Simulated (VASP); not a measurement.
# Co4Si8H (a cell with a defect) in VASP: single point with PBE

Aim: the single point of Co4Si8H (a cell with a defect) with PBE.

Everything below comes from runs of VASP 6.6.1. Logs are shortened: lines on timing, memory, paths and dates and some standing lists are left out, and cuts for length are marked.

## (1) The cell of the first run

The cell holds a defect, 13 atoms: a = 5.360 Å, b = 5.360 Å, c = 5.360 Å, α = 90.00°, β = 90.00°, γ = 90.00°.

## (2) Single point, PBE

Input file INCAR:

```
ALGO = Normal
EDIFF = 1E-6
ENCUT = 520
GGA = PE
ISIF = 2
ISMEAR = 1
LASPH = T
LCHARG = F
LREAL = F
LWAVE = F
NBANDS = 46
NELM = 60
PREC = Accurate
SIGMA = 0.1
```

Input file KPOINTS:

```
k-points
0
Gamma
  3 3 3
```

Input file POSCAR:

```
Co4Si8H
1.0
    5.3602887400      0.0000000000      0.0000000000
    0.0000000000      5.3602887400      0.0000000000
    0.0000000000      0.0000000000      5.3602887400
Co Si H
4 8 1
Direct
   -0.0158306771      0.0010876280      0.0060295259
   -0.0157431818      0.5058054018      0.5013700064
    0.4838446445     -0.0004529607      0.5000905977
    0.4841976106      0.5043709642      0.0049418980
    0.2054374407      0.2654801017      0.7660994023
    0.2344625562      0.7523527548      0.2531639741
    0.7342102620      0.2524123355      0.2548761953
    0.7339800505      0.7538379360      0.7535131400
    0.2340829125      0.2544639041      0.2550108896
    0.2340411237      0.7551671554      0.7543289543
    0.7633351856      0.2685189306      0.7683278271
    0.7338252081      0.7542384741      0.2540695224
    0.4851947584      0.1960452227      0.6983161135
```

Potentials or basis: VASP PAW PBE potentials, release 64 (Co, Si, H).

Started as:

```bash
$ cat potpaw_PBE.64/Co/POTCAR potpaw_PBE.64/Si/POTCAR potpaw_PBE.64/H/POTCAR > POTCAR
$ mpirun -np 1 vasp_std > vasp.out
```

OUTCAR:

```text
EDIFF = 1E-6
   ENCUT = 520
   GGA = PE
   ISIF = 2
   ISMEAR = 1
   LASPH = T
   LREAL = F
   NELM = 60
   PREC = Accurate

 ion  position               nearest neighbor table
   1  0.984  0.001  0.006-   5 2.25  11 2.25  12 2.31   6 2.31  10 2.31   8 2.32   7 2.32   9 2.33

   2  0.984  0.506  0.501-  11 2.25   5 2.25   6 2.31  12 2.31   9 2.31   7 2.32   8 2.32  10 2.33

   3  0.484  1.000  0.500-  13 1.50  12 2.29   6 2.30   7 2.32  10 2.32   8 2.32   9 2.32   5 2.51
                            11 2.53
   4  0.484  0.504  0.005-   6 2.31  12 2.32   9 2.32   8 2.32  10 2.33   7 2.33  11 2.33   5 2.35

   5  0.205  0.265  0.766-  13 1.59   1 2.25   2 2.25   4 2.35  11 2.37   3 2.51   9 2.63  10 2.63
                            10 2.74   9 2.74  11 2.99
   6  0.234  0.752  0.253-   3 2.30   2 2.31   4 2.31   1 2.31   9 2.67  10 2.67  12 2.68  12 2.68
                            10 2.69   9 2.69
   7  0.734  0.252  0.255-   3 2.32   2 2.32   1 2.32   4 2.33  11 2.61  12 2.67   9 2.68   9 2.68
                            12 2.69  11 2.76
   8  0.734  0.754  0.754-   3 2.32   1 2.32   2 2.32   4 2.32  11 2.61  12 2.68  10 2.68  10 2.68
                            12 2.68  11 2.76
   9  0.234  0.254  0.255-   2 2.31   3 2.32   4 2.32   1 2.33   5 2.63   6 2.67   7 2.68   7 2.68
                             6 2.69   5 2.74
  10  0.234  0.755  0.754-   1 2.31   3 2.32   4 2.33   2 2.33   5 2.63   6 2.67   8 2.68   8 2.68
                             6 2.69   5 2.74
  11  0.763  0.269  0.768-  13 1.59   2 2.25   1 2.25   4 2.33   5 2.37   3 2.53   8 2.61   7 2.61
                             7 2.76   8 2.76   5 2.99
  12  0.734  0.754  0.254-   3 2.29   1 2.31   2 2.31   4 2.32   7 2.67   6 2.68   8 2.68   8 2.68
                             6 2.68   7 2.69
  13  0.485  0.196  0.698-   3 1.50  11 1.59   5 1.59

  LATTYP: Found a simple cubic cell.
 ALAT       =     5.3602887400

  Lattice vectors:

 A1 = (   5.3602887400,   0.0000000000,   0.0000000000)
 A2 = (   0.0000000000,   5.3602887400,   0.0000000000)
 A3 = (   0.0000000000,   0.0000000000,   5.3602887400)

Analysis of symmetry for initial positions (statically):
=====================================================================
 Subroutine PRICEL returns:
 Original cell was already a primitive cell.

 Routine SETGRP: Setting up the symmetry group for a
 simple cubic supercell.

 Subroutine GETGRP returns: Found  1 space group operations
 (whereof  1 operations were pure point group operations)
 out of a pool of 48 trial point group operations.

The static configuration has the point symmetry C_1 .

Analysis of symmetry for dynamics (positions and initial velocities):
=====================================================================
 Subroutine PRICEL returns:
 Original cell was already a primitive cell.

 Routine SETGRP: Setting up the symmetry group for a
 simple cubic supercell.

 Subroutine GETGRP returns: Found  1 space group operations
 (whereof  1 operations were pure point group operations)
 out of a pool of 48 trial point group operations.

The dynamic configuration has the point symmetry C_1 .

 Subroutine INISYM returns: Found  1 space group operations
 (whereof  1 operations are pure point group operations),
 and found     1 'primitive' translations

----------------------------------------------------------------------------------------

                                     Primitive cell

  volume of cell :     154.0155

  direct lattice vectors                    reciprocal lattice vectors
     5.360288740  0.000000000  0.000000000     0.186557114  0.000000000  0.000000000
     0.000000000  5.360288740  0.000000000     0.000000000  0.186557114  0.000000000
     0.000000000  0.000000000  5.360288740     0.000000000  0.000000000  0.186557114

  length of vectors
     5.360288740  5.360288740  5.360288740     0.186557114  0.186557114  0.186557114

  position of ions in fractional coordinates (direct lattice)
     0.984169323  0.001087628  0.006029526
     0.984256818  0.505805402  0.501370006
     0.483844645  0.999547039  0.500090598
     0.484197611  0.504370964  0.004941898
     0.205437441  0.265480102  0.766099402
     0.234462556  0.752352755  0.253163974
     0.734210262  0.252412335  0.254876195
     0.733980051  0.753837936  0.753513140
     0.234082912  0.254463904  0.255010890
     0.234041124  0.755167155  0.754328954
     0.763335186  0.268518931  0.768327827
     0.733825208  0.754238474  0.254069522
     0.485194758  0.196045223  0.698316113

  ion indices of the primitive-cell ions
   primitive index   ion index
                 1           1
                 2           2
                 3           3
                 4           4
                 5           5
                 6           6
                 7           7
                 8           8
                 9           9
                10          10
                11          11
                12          12
                13          13

----------------------------------------------------------------------------------------

 KPOINTS: k-points

Automatic generation of k-mesh.
 Grid dimensions read from file:
 generate k-points for:    3    3    3

 Generating k-lattice:

  Cartesian coordinates                     Fractional coordinates (reciprocal lattice)
     0.062185705  0.000000000  0.000000000     0.333333333  0.000000000  0.000000000
     0.000000000  0.062185705  0.000000000     0.000000000  0.333333333  0.000000000
     0.000000000  0.000000000  0.062185705     0.000000000  0.000000000  0.333333333

  Length of vectors
     0.062185705  0.062185705  0.062185705

  Shift w.r.t. Gamma in fractional coordinates (k-lattice)
     0.000000000  0.000000000  0.000000000

 Subroutine IBZKPT returns following result:
 ===========================================

 Found     14 irreducible k-points:

 Following reciprocal coordinates:
            Coordinates               Weight
  0.000000  0.000000  0.000000      1.000000
  0.333333  0.000000  0.000000      2.000000
  0.000000  0.333333  0.000000      2.000000
  0.000000  0.000000  0.333333      2.000000
  0.333333  0.333333  0.000000      2.000000
  0.000000  0.333333  0.333333      2.000000
  0.333333  0.000000  0.333333      2.000000
 -0.333333  0.333333  0.000000      2.000000
 -0.333333  0.000000  0.333333      2.000000
  0.000000 -0.333333  0.333333      2.000000
  0.333333  0.333333  0.333333      2.000000
 -0.333333  0.333333  0.333333      2.000000
 -0.333333 -0.333333  0.333333      2.000000
  0.333333 -0.333333  0.333333      2.000000
   k-points           NKPTS =     14   k-points in BZ     NKDIM =     14   number of bands    NBANDS=     46
   number of dos      NEDOS =    301   number of ions     NIONS =     13
   total plane-waves  NPLWV =  64000
   dimension x,y,z NGX =    40 NGY =   40 NGZ =   40
   dimension x,y,z NGXF=    80 NGYF=   80 NGZF=   80
   ions per type =               4   8   1
   NGX,Y,Z   is equivalent  to a cutoff of  12.41, 12.41, 12.41 a.u.
   NGXF,Y,Z  is equivalent  to a cutoff of  24.81, 24.81, 24.81 a.u.
 SYSTEM =  unknown system
   PREC   = accura    normal or accurate (medium, high low for compatibility)
   ISTART =      0    job   : 0-new  1-cont  2-samecut
   ICHARG =      2    charge: 1-file 2-atom 10-const
   ISPIN  =      1    spin polarized calculation?
   LNONCOLLINEAR =      F non collinear calculations
   LSORBIT =      F    spin-orbit coupling
   LASPH  =      T    aspherical Exc in radial PAW
   ENCUT  =  520.0 eV  38.22 Ry    6.18 a.u.   9.97  9.97  9.97*2*pi/ulx,y,z
   NELM   =     60;   NELMIN=  2; NELMDL= -5     # of ELM steps
   EDIFF  = 0.1E-05   stopping-criterion for ELM
   LREAL  =      F    real-space projection
   EDIFFG = 0.1E-04   stopping-criterion for IOM
   NSW    =      0    number of steps for IOM
   IBRION =     -1    ionic relax: 0-MD 1-quasi-New 2-CG
   NFREE  =      0    steps in history (QN), initial steepest desc. (CG)
   ISIF   =      2    stress and relaxation
   ISYM   =      2    0-nonsym 1-usesym 2-fastsym
   POTIM  = 0.5000    time-step for ionic-motion
   TEBEG  =    0.0;   TEEND  =   0.0 temperature during run
   PSTRESS=    0.0 pullay stress
   NELECT =      69.0000    total number of electrons
   NUPDOWN=      -1.0000    fix difference up-down
   EMIN   =  10.00;   EMAX   =-10.00  energy-range for DOS
   EFERMI =   0.00;   METHOD = LEGACY
   ISMEAR =     1;   SIGMA  =   0.10  broadening in eV -4-tet -1-fermi 0-gaus
   EFERMI_NEDOS =   21; number of points for ismear=-14 and -15
   IALGO  =     38    algorithm
   IMIX   =      4    mixing-type and parameters
     AMIX     =   0.40;   BMIX     =  1.00
     AMIX_MAG =   1.60;   BMIX_MAG =  1.00
  volume/ion in A,a.u.               =      11.85        79.95
  Fermi-wavevector in a.u.,A,eV,Ry     =   1.252669  2.367201 21.349986  1.569180
  Thomas-Fermi vector in A             =   2.386558
   LORBIT       =      0    0 simple, 1 ext, 2 COOP (PROOUT), +10 PAW based schemes
   GGA     = PE    functional components
   LHFCALC =     F    Hartree Fock is set to
   AEXX    =    0.0000 exact exchange contribution
   IVDW    =     0    specifies the selected vdW correction
   LEPSILON=     F    determine dielectric tensor
   LRPA    =     F    only Hartree local field effects (RPA)
 non-spin polarized calculation
 Methfessel and Paxton  Order N= 1 SIGMA  =   0.10
  energy-cutoff  :      520.00
  volume of cell :      154.02
 maximum number of plane-waves:      4160
   NGX = 19   NGY = 19   NGZ = 19

 number of electron      68.9999999 magnetization

 Free energy of the ion-electron system (eV)
  ---------------------------------------------------
  ext. energy  EPLUGINS =         0.00000000
  ---------------------------------------------------
  free energy    TOTEN  =       -79.28845081 eV

  energy without entropy =      -79.29039239  energy(sigma->0) =      -79.28909800

 E-fermi :  10.4897     XC(G=0): -11.7856

 val. band max:       10.4255939925   @ k =  -0.3333  -0.3333   0.3333
 cond. band min:      10.5186554605   @ k =  -0.3333   0.3333   0.3333
 fundamental gap:      0.0930614680
 Fermi energy:        10.4897474601

 k-point     1 :       0.0000    0.0000    0.0000
  band No.  band energies     occupation
      1      -3.3823      2.00000
      2      -0.0883      2.00000
      3       1.0625      2.00000
      4       1.1379      2.00000
      5       1.7024      2.00000
      6       2.9458      2.00000
[... 38 lines left out ...]
     45      13.5928      0.00000
     46      13.6648      0.00000

 k-point     2 :       0.3333    0.0000    0.0000
  band No.  band energies     occupation
      1      -2.8415      2.00000
      2      -1.2123      2.00000
      3       0.4602      2.00000
      4       1.5660      2.00000
      5       1.9514      2.00000
      6       2.7368      2.00000
[... 38 lines left out ...]
     45      14.5705      0.00000
     46      14.7132      0.00000

 k-point     3 :       0.0000    0.3333    0.0000
  band No.  band energies     occupation
      1      -2.9001      2.00000
      2      -1.1664      2.00000
      3       0.8141      2.00000
      4       1.4849      2.00000
      5       1.9559      2.00000
      6       2.6320      2.00000
[... 528 lines left out ...]
     45      14.4559      0.00000
     46      14.5163      0.00000

 k-point    14 :       0.3333   -0.3333    0.3333
  band No.  band energies     occupation
      1      -1.9944      2.00000
      2      -0.5528      2.00000
      3      -0.1350      2.00000
      4       0.2286      2.00000
      5       1.1384      2.00000
      6       1.5208      2.00000
[... 38 lines left out ...]
     45      14.4583      0.00000
     46      14.5188      0.00000

------------------------ aborting loop because EDIFF is reached ----------------------------------------

  FORCE on cell =-STRESS in cart. coord.  units (eV):
  Direction    XX          YY          ZZ          XY          YZ          ZX
  --------------------------------------------------------------------------------------
  -------------------------------------------------------------------------------------
  Total       10.5562119      2.3242873      2.2870186     -0.1193015     -0.7747179     -0.3840825
  in kB      109.8130946     24.1788606     23.7911659     -1.2410578     -8.0591570     -3.9954944
  external PRESSURE =      52.5943737 kB  Pullay stress =       0.0000000 kB

 VOLUME and BASIS-vectors are now :
 -----------------------------------------------------------------------------
  energy-cutoff  :      520.00
  volume of cell :      154.02
      direct lattice vectors                 reciprocal lattice vectors
     5.360288740  0.000000000  0.000000000     0.186557114  0.000000000  0.000000000
     0.000000000  5.360288740  0.000000000     0.000000000  0.186557114  0.000000000
     0.000000000  0.000000000  5.360288740     0.000000000  0.000000000  0.186557114

 POSITION                                       TOTAL-FORCE (eV/Angst)
 -----------------------------------------------------------------------------------
      5.27543      0.00583      0.03232        -0.003866     -0.016629      0.013122
      5.27590      2.71126      2.68749        -0.006939      0.009054     -0.013154
      2.59355      5.35786      2.68063        -0.006809      0.009532     -0.002525
      2.59544      2.70357      0.02649         0.003252      0.006075     -0.000086
      1.10120      1.42305      4.10651        -0.013754      0.004581     -0.009940
      1.25679      4.03283      1.35703        -0.018424      0.007480     -0.005744
      3.93558      1.35300      1.36621         0.012567      0.014207     -0.017438
      3.93435      4.04079      4.03905         0.021544     -0.006807     -0.003651
      1.25475      1.36400      1.36693        -0.010674     -0.005313     -0.001611
      1.25453      4.04791      4.04342        -0.015900     -0.017478      0.009264
      4.09170      1.43934      4.11846         0.033735      0.008693      0.014196
      3.93352      4.04294      1.36189         0.017250     -0.011965      0.001478
      2.60078      1.05086      3.74318        -0.011982     -0.001430      0.016089
 -----------------------------------------------------------------------------------
    total drift:                               -0.000195     -0.000136     -0.000033

  FREE ENERGIE OF THE ION-ELECTRON SYSTEM (eV)
  ---------------------------------------------------
  free  energy   TOTEN  =       -79.2884508056 eV

  energy  without entropy=      -79.2903923936  energy(sigma->0) =      -79.28909800
```

It took 91 s on 1 thread of AMD EPYC 9R45 (Zen 5), shared host; peak memory 0.24 GiB.

Results:

```
Free energy            : -79.2885 eV
Pressure               : 5.3 GPa
Largest force          : 0.038 eV/Å
Band gap on the k mesh : zero (an odd number of electrons rules out a gap without spin polarisation)
```

Forces in eV/Å, atoms in the order of the input:
```
Co  -0.004 -0.017  0.013
Co  -0.007  0.009 -0.013
Co  -0.007  0.010 -0.003
Co   0.003  0.006  0.000
Si  -0.014  0.005 -0.010
Si  -0.018  0.007 -0.006
Si   0.013  0.014 -0.017
Si   0.022 -0.007 -0.004
Si  -0.011 -0.005 -0.002
Si  -0.016 -0.017  0.009
Si   0.034  0.009  0.014
Si   0.017 -0.012  0.001
H   -0.012 -0.001  0.016
```

Caveat: the k points lie up to 0.39 Å⁻¹ apart, too coarse for converged energies and pressures of a metal; the run has no spin polarisation, though such a crystal can be magnetic. Spin polarisation is off, so any magnetic state and its effect on volume and gap are missing.
